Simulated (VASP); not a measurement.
A run of VASP 6.6.1 is set up as follows.

File INCAR:

```
PREC = Accurate
ENCUT = 520
EDIFF = 1E-6
ISMEAR = -1
SIGMA = 0.05
LREAL = F
LASPH = T
NELM = 150
ALGO = Normal
ISIF = 2
LWAVE = F
LCHARG = T
ISPIN = 2
MAGMOM = 1
LORBIT = 11
LMAXMIX = 4
GGA = PE
LELF = T
LVHAR = T
NBANDS = 16
```

The input KPOINTS:

```
regular mesh
0
Gamma
  19 19 19
```

File POSCAR:

```
Sc
1.0
    0.0000000000      2.2794368933      2.2794368933
    2.2794368933      0.0000000000      2.2794368933
    2.2794368933      2.2794368933      0.0000000000
Sc
1
Direct
    0.0000000000      0.0000000000      0.0000000000
```

Potentials or basis: VASP PAW PBE potentials, release 64 (Sc_sv).

Run with:

```console
$ cat potpaw_PBE.64/Sc_sv/POTCAR > POTCAR
$ mpirun -np 1 vasp_std > vasp.out
```

Task: What does it give for the net moment?

Result: 0.00 μB per cell.

Task: Predict the pressure.

Result: 2.2 GPa.
